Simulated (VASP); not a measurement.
Set up this calculation in VASP 6.6.1, as the native input.

```yaml
Task: single point
Functional: r2SCAN
Potentials_or_basis: VASP PAW PBE potentials, release 64 (Ag)
Cutoff: 520 eV
k_mesh: 10 × 10 × 10
Occupations: methfessel-paxton, width 0.05 eV
Spin: no spin polarisation
Dipole_correction: no
Further_INCAR_settings: ALGO = Normal; EDIFF = 1e-07; NBANDS = 12
```

The system is Ag.

```
Ag
1.0
     0.00000    2.04275    2.04275
     2.04275    0.00000    2.04275
     2.04275    2.04275    0.00000
Ag
1
Direct
  0.00000 0.00000 0.00000
```

One way to write it, as run:

POSCAR

```
Ag
1.0
    0.0000000000      2.0427500000      2.0427500000
    2.0427500000      0.0000000000      2.0427500000
    2.0427500000      2.0427500000      0.0000000000
Ag
1
Direct
    0.0000000000      0.0000000000      0.0000000000
```

INCAR.step1

```
ALGO = Normal
EDIFF = 1E-4
ENCUT = 520
GGA = PE
ISMEAR = 1
LASPH = T
LCHARG = F
LREAL = F
LWAVE = T
NBANDS = 12
NELM = 100
PREC = Accurate
SIGMA = 0.05
```

INCAR.step2

```
ALGO = Normal
EDIFF = 1E-7
ENCUT = 520
ISIF = 2
ISMEAR = 1
ISTART = 1
LASPH = T
LCHARG = T
LELF = T
LMIXTAU = T
LREAL = F
LVHAR = T
LWAVE = F
METAGGA = R2SCAN
NBANDS = 12
NELM = 100
PREC = Accurate
SIGMA = 0.05
```

KPOINTS

```
k-points
0
Gamma
  10 10 10
```

Potentials or basis: VASP PAW PBE potentials, release 64 (Ag).

Launch:

```bash
$ cat potpaw_PBE.64/Ag/POTCAR > POTCAR
$ cp INCAR.step1 INCAR
$ mpirun -np 1 vasp_std > vasp.out
$ cp INCAR.step2 INCAR
$ mpirun -np 1 vasp_std > vasp.out
```

Results of the run:

```json
{"Pressure": "1.9 GPa"}
```

Caveat: the PAW data sets were made with another functional, which shifts forces and pressure a little.

Run time: 76 s on 1 thread of Intel Xeon 8259CL (shared host), peak memory 0.15 GiB.
